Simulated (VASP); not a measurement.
# Cl (Fd-3m) in VASP: single point with LDA

Aim: the single point of Cl with LDA.

All numbers are computed with VASP 6.6.1; they aren't measurements. Logs are shortened: lines on timing, memory, paths and dates and some standing lists are left out, and cuts for length are marked.

**1. The cell of the first run**

Symmetry: Fd-3m, No. 227, cubic system. Conventional cell: a = 6.179 Å, b = 6.179 Å, c = 6.179 Å, α = 90.00°, β = 90.00°, γ = 90.00°. Cl (site symmetry -43m) has 4 Cl at 2.68 Å within 3.5 Å.

**2. Single point, LDA**

File INCAR:

```
  ALGO = Normal
  EDIFF = 1E-6
  ENCUT = 520
  ISIF = 2
  ISMEAR = -1
  LASPH = True
  LCHARG = False
  LREAL = False
  LWAVE = False
  NBANDS = 14
  NELM = 100
  PREC = Accurate
  SIGMA = 0.05
```

File KPOINTS:

```
k-points
0
Gamma
  12 12 12
```

File POSCAR:

```
Cl
1.0
    0.0000000000      3.0893950648      3.0893950648
    3.0893950648      0.0000000000      3.0893950648
    3.0893950648      3.0893950648      0.0000000000
Cl
2
Direct
    1.0000000000      1.0000000000      1.0000000000
    0.2500000000      0.2500000000      0.2500000000
```

Potentials or basis: VASP PAW LDA potentials, release 64 (Cl).

On the command line:

```bash
cat potpaw_LDA.64/Cl/POTCAR > POTCAR
mpirun -np 1 vasp_std > vasp.out
```

OUTCAR:

```text
EDIFF = 1E-6
   ENCUT = 520
   ISIF = 2
   ISMEAR = -1
   LASPH = True
   LREAL = False
   NELM = 100
   PREC = Accurate

 ion  position               nearest neighbor table
   1  0.000  0.000  0.000-
   2  0.250  0.250  0.250-

  LATTYP: Found a face centered cubic cell.
 ALAT       =     6.1787901296

  Lattice vectors:

 A1 = (   0.0000000000,   3.0893950648,   3.0893950648)
 A2 = (   3.0893950648,   0.0000000000,   3.0893950648)
 A3 = (   3.0893950648,   3.0893950648,   0.0000000000)

Analysis of symmetry for initial positions (statically):
=====================================================================
 Subroutine PRICEL returns:
 Original cell was already a primitive cell.

 Routine SETGRP: Setting up the symmetry group for a
 face centered cubic supercell.

 Subroutine GETGRP returns: Found 48 space group operations
 (whereof 24 operations were pure point group operations)
 out of a pool of 48 trial point group operations.

The static configuration has the point symmetry T_d .
 The point group associated with its full space group is O_h .

Analysis of symmetry for dynamics (positions and initial velocities):
=====================================================================
 Subroutine PRICEL returns:
 Original cell was already a primitive cell.

 Routine SETGRP: Setting up the symmetry group for a
 face centered cubic supercell.

 Subroutine GETGRP returns: Found 48 space group operations
 (whereof 24 operations were pure point group operations)
 out of a pool of 48 trial point group operations.

The dynamic configuration has the point symmetry T_d .
 The point group associated with its full space group is O_h .

 Subroutine INISYM returns: Found 48 space group operations
 (whereof 24 operations are pure point group operations),
 and found     1 'primitive' translations

----------------------------------------------------------------------------------------

                                     Primitive cell

  volume of cell :      58.9726

  direct lattice vectors                    reciprocal lattice vectors
     0.000000000  3.089395065  3.089395065    -0.161843982  0.161843982  0.161843982
     3.089395065  0.000000000  3.089395065     0.161843982 -0.161843982  0.161843982
     3.089395065  3.089395065  0.000000000     0.161843982  0.161843982 -0.161843982

  length of vectors
     4.369064400  4.369064400  4.369064400     0.280322000  0.280322000  0.280322000

  position of ions in fractional coordinates (direct lattice)
     0.000000000  0.000000000  0.000000000
     0.250000000  0.250000000  0.250000000

  ion indices of the primitive-cell ions
   primitive index   ion index
                 1           1
                 2           2

----------------------------------------------------------------------------------------

 KPOINTS: k-points

Automatic generation of k-mesh.
 Grid dimensions read from file:
 generate k-points for:   12   12   12

 Generating k-lattice:

  Cartesian coordinates                     Fractional coordinates (reciprocal lattice)
    -0.013486999  0.013486999  0.013486999     0.083333333  0.000000000  0.000000000
     0.013486999 -0.013486999  0.013486999     0.000000000  0.083333333  0.000000000
     0.013486999  0.013486999 -0.013486999     0.000000000  0.000000000  0.083333333

  Length of vectors
     0.023360167  0.023360167  0.023360167

  Shift w.r.t. Gamma in fractional coordinates (k-lattice)
     0.000000000  0.000000000  0.000000000

 Subroutine IBZKPT returns following result:
 ===========================================

 Found     72 irreducible k-points:

 Following reciprocal coordinates:
            Coordinates               Weight
  0.000000  0.000000  0.000000      1.000000
  0.083333  0.000000  0.000000      8.000000
  0.166667  0.000000  0.000000      8.000000
  0.250000  0.000000  0.000000      8.000000
  0.333333  0.000000  0.000000      8.000000
  0.416667  0.000000  0.000000      8.000000
[... 16 lines left out ...]
  0.500000  0.166667  0.000000     24.000000
 -0.416667  0.166667  0.000000     24.000000
 [... further k-points ...]
   k-points           NKPTS =     72   k-points in BZ     NKDIM =     72   number of bands    NBANDS=     14
   number of dos      NEDOS =    301   number of ions     NIONS =      2
   total plane-waves  NPLWV =  32768
   dimension x,y,z NGX =    32 NGY =   32 NGZ =   32
   dimension x,y,z NGXF=    64 NGYF=   64 NGZF=   64
   ions per type =               2
   NGX,Y,Z   is equivalent  to a cutoff of  12.18, 12.18, 12.18 a.u.
   NGXF,Y,Z  is equivalent  to a cutoff of  24.35, 24.35, 24.35 a.u.
 SYSTEM =  unknown system
   PREC   = accura    normal or accurate (medium, high low for compatibility)
   ISTART =      0    job   : 0-new  1-cont  2-samecut
   ICHARG =      2    charge: 1-file 2-atom 10-const
   ISPIN  =      1    spin polarized calculation?
   LNONCOLLINEAR =      F non collinear calculations
   LSORBIT =      F    spin-orbit coupling
   LASPH  =      T    aspherical Exc in radial PAW
   ENCUT  =  520.0 eV  38.22 Ry    6.18 a.u.   8.12  8.12  8.12*2*pi/ulx,y,z
   NELM   =    100;   NELMIN=  2; NELMDL= -5     # of ELM steps
   EDIFF  = 0.1E-05   stopping-criterion for ELM
   LREAL  =      F    real-space projection
   EDIFFG = 0.1E-04   stopping-criterion for IOM
   NSW    =      0    number of steps for IOM
   IBRION =     -1    ionic relax: 0-MD 1-quasi-New 2-CG
   NFREE  =      0    steps in history (QN), initial steepest desc. (CG)
   ISIF   =      2    stress and relaxation
   ISYM   =      2    0-nonsym 1-usesym 2-fastsym
   POTIM  = 0.5000    time-step for ionic-motion
   TEBEG  =    0.0;   TEEND  =   0.0 temperature during run
   PSTRESS=    0.0 pullay stress
   NELECT =      14.0000    total number of electrons
   NUPDOWN=      -1.0000    fix difference up-down
   EMIN   =  10.00;   EMAX   =-10.00  energy-range for DOS
   EFERMI =   0.00;   METHOD = LEGACY
   ISMEAR =    -1;   SIGMA  =   0.05  broadening in eV -4-tet -1-fermi 0-gaus
   EFERMI_NEDOS =   21; number of points for ismear=-14 and -15
   IALGO  =     38    algorithm
   IMIX   =      4    mixing-type and parameters
     AMIX     =   0.40;   BMIX     =  1.00
     AMIX_MAG =   1.60;   BMIX_MAG =  1.00
  volume/ion in A,a.u.               =      29.49       198.98
  Fermi-wavevector in a.u.,A,eV,Ry     =   1.013680  1.915577 13.980618  1.027546
  Thomas-Fermi vector in A             =   2.146863
   LORBIT       =      0    0 simple, 1 ext, 2 COOP (PROOUT), +10 PAW based schemes
   GGA     = CA    functional components
   LHFCALC =     F    Hartree Fock is set to
   AEXX    =    0.0000 exact exchange contribution
   IVDW    =     0    specifies the selected vdW correction
   LEPSILON=     F    determine dielectric tensor
   LRPA    =     F    only Hartree local field effects (RPA)
 non-spin polarized calculation
  energy-cutoff  :      520.00
  volume of cell :       58.97
 maximum number of plane-waves:      1604
   NGX = 17   NGY = 17   NGZ = 17

 number of electron      14.0000003 magnetization

 Free energy of the ion-electron system (eV)
  ---------------------------------------------------
  ext. energy  EPLUGINS =         0.00000000
  ---------------------------------------------------
  free energy    TOTEN  =        -2.85708505 eV

  energy without entropy =       -2.82298999  energy(sigma->0) =       -2.84003752

 E-fermi :  -0.2737     XC(G=0):  -8.1380

 val. band max:       -0.2783584343   @ k =   0.4167   0.1667   0.0000
 cond. band min:      -0.2683063337   @ k =   0.5000   0.0833   0.0000
 fundamental gap:      0.0100521006
 Fermi energy:        -0.2736654465

 k-point     1 :       0.0000    0.0000    0.0000
  band No.  band energies     occupation
      1     -16.0573      2.00000
      2     -12.8053      2.00000
      3      -3.5688      2.00000
      4      -3.5688      2.00000
      5      -3.5688      2.00000
      6      -1.3925      2.00000
      7      -1.3925      2.00000
      8      -1.3925      2.00000
      9       5.5295      0.00000
     10       9.7682      0.00000
     11       9.7682      0.00000
     12      11.5045      0.00000
     13      11.5045      0.00000
     14      11.5045      0.00000

 k-point     2 :       0.0833    0.0000    0.0000
  band No.  band energies     occupation
      1     -16.0237      2.00000
      2     -12.8610      2.00000
      3      -3.6115      2.00000
      4      -3.6115      2.00000
      5      -3.6009      2.00000
      6      -1.3511      2.00000
      7      -1.3351      2.00000
      8      -1.3351      2.00000
      9       5.6933      0.00000
     10       9.5912      0.00000
     11       9.5912      0.00000
     12      11.3574      0.00000
     13      11.8592      0.00000
     14      11.8592      0.00000

 k-point     3 :       0.1667    0.0000    0.0000
  band No.  band energies     occupation
      1     -15.9258      2.00000
      2     -13.0179      2.00000
      3      -3.7181      2.00000
      4      -3.7181      2.00000
      5      -3.6983      2.00000
      6      -1.2124      2.00000
      7      -1.1893      2.00000
      8      -1.1893      2.00000
      9       6.1265      0.00000
     10       9.3230      0.00000
     11       9.3230      0.00000
     12      11.0528      0.00000
     13      12.6041      0.00000
     14      12.6042      0.00000
[... 324 lines left out ...]
 k-point    23 :       0.5000    0.1667    0.0000
  band No.  band energies     occupation
      1     -15.2675      2.00000
      2     -13.9232      2.00000
      3      -4.6333      2.00000
      4      -4.2158      2.00000
      5      -3.3121      2.00000
      6      -1.2041      2.00000
      7      -0.4640      1.95652
      8      -0.1507      0.15762
      9       7.5247      0.00000
     10       8.0934      0.00000
     11       9.8406      0.00000
     12      10.3742      0.00000
     13      11.8914      0.00000
     14      12.9049      0.00000

 k-point    24 :      -0.4167    0.1667    0.0000
  band No.  band energies     occupation
      1     -15.2457      2.00000
      2     -13.9496      2.00000
      3      -4.6835      2.00000
      4      -4.1652      2.00000
      5      -3.3524      2.00000
      6      -1.0911      2.00000
      7      -0.5336      1.98902
      8      -0.1326      0.11239
      9       7.4614      0.00000
     10       8.3793      0.00000
     11       9.3743      0.00000
     12      10.3805      0.00000
     13      12.2881      0.00000
     14      12.7010      0.00000

 [... further k-points ...]
[... 5 lines left out ...]
  --------------------------------------------------------------------------------------
  -------------------------------------------------------------------------------------
  Total       -0.0113332     -0.0113332     -0.0113332      0.0000000      0.0000000      0.0000000
  in kB       -0.3079025     -0.3079025     -0.3079025      0.0000000      0.0000000      0.0000000
  external PRESSURE =      -0.3079025 kB  Pullay stress =       0.0000000 kB

 VOLUME and BASIS-vectors are now :
 -----------------------------------------------------------------------------
  energy-cutoff  :      520.00
  volume of cell :       58.97
      direct lattice vectors                 reciprocal lattice vectors
     0.000000000  3.089395065  3.089395065    -0.161843982  0.161843982  0.161843982
     3.089395065  0.000000000  3.089395065     0.161843982 -0.161843982  0.161843982
     3.089395065  3.089395065  0.000000000     0.161843982  0.161843982 -0.161843982

 POSITION                                       TOTAL-FORCE (eV/Angst)
 -----------------------------------------------------------------------------------
      0.00000      0.00000      0.00000        -0.000000     -0.000000     -0.000000
      1.54470      1.54470      1.54470         0.000000      0.000000      0.000000
 -----------------------------------------------------------------------------------
    total drift:                               -0.000000      0.000000      0.000000

  FREE ENERGIE OF THE ION-ELECTRON SYSTEM (eV)
  ---------------------------------------------------
  free  energy   TOTEN  =        -2.8570850454 eV

  energy  without entropy=       -2.8229899913  energy(sigma->0) =       -2.84003752
```

It took 9.6 s on 1 thread of Intel Xeon 6975P-C (Granite Rapids), shared host; peak memory 0.17 GiB.

What came out:

```
Free energy            : -2.8571 eV
Pressure               : 0.0 GPa
Band gap on the k mesh : zero (band 7 reaches 0.17 eV, above the bottom of band 8 at -1.39 eV)
```
